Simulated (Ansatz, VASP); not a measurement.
## TePb: VASP beside Ansatz

INCAR

```
SYSTEM = TePb
PREC = Accurate
ENCUT = 520
EDIFF = 1E-6
ISMEAR = -1
SIGMA = 0.02
LREAL = .False.
LASPH = .True.
NELM = 100
ALGO = Normal
ISIF = 2
LWAVE = .False.
LCHARG = .True.
GGA = PS
IVDW = 12
LELF = .True.
LVHAR = .True.
NBANDS = 28
```

Contents of KPOINTS:

```
Automatic mesh
0
Gamma
  6 6 2
  0 0 0
```

Contents of POSCAR:

```
TePb
1.0
    4.5439515437      0.0000000000      0.0000000000
   -2.2719757718      3.9351774704      0.0000000000
    0.0000000000      0.0000000000      7.9257636037
Pb Te
2 2
Direct
    0.0000000000      0.0000000000      0.0000000000
    0.0000000000      0.0000000000      0.5000000000
    0.3333333333      0.6666666667      0.2500000000
    0.6666666667      0.3333333333      0.7500000000
```

Input for Ansatz:

```yaml
crystal:
  lattice:
    - [4.5439515437, 0.0, 0.0]
    - [-2.2719757718, 3.9351774704, 0.0]
    - [0.0, 0.0, 7.9257636037]
  atoms:
    - { symbol: Pb, position: [0.0, 0.0, 0.0] }
    - { symbol: Pb, position: [0.0, 0.0, 0.5] }
    - { symbol: Te, position: [0.3333333333, 0.6666666667, 0.25] }
    - { symbol: Te, position: [0.6666666667, 0.3333333333, 0.75] }
kpoints:
  mp_grid: { grid: [6, 6, 2] }
hamiltonian:
  xc: pbesol
  dispersion: d3bj
scf:
  occupations: { method: fermi_dirac, width: 0.02 }
  n_extra_bands: 5
output:
  forces: true
  stress: true
  eigenvalues: true
```

Alike in both runs: task single point; functional PBEsol; dispersion D3(BJ); k mesh 6 × 6 × 2; occupations fermi-dirac, width 0.02 eV; no spin polarisation.

```csv
,VASP,Ansatz
version,VASP 6.6.1,Ansatz 0.2.0
potentials or method,"VASP PAW PBE potentials, release 64 (Pb_d, Te)",plane waves
plane-wave cutoff (eV),520,420
valence electrons in the cell,40,60
```

```tsv
	VASP	Ansatz	Ansatz less VASP
pressure (GPa)	-3.3	-3.3	+0.02
traceless stress, the component that is largest in VASP (GPa)	-0.55	-0.55	0.000
```

VASP's potentials were made for PBE, not for PBEsol. VASP's potentials hold 40 valence electrons a cell and Ansatz's 60, so a difference there can come from the potentials and not from the codes.

The k mesh is coarse, so the values compare programs but aren't converged. Spin-orbit coupling is off throughout.
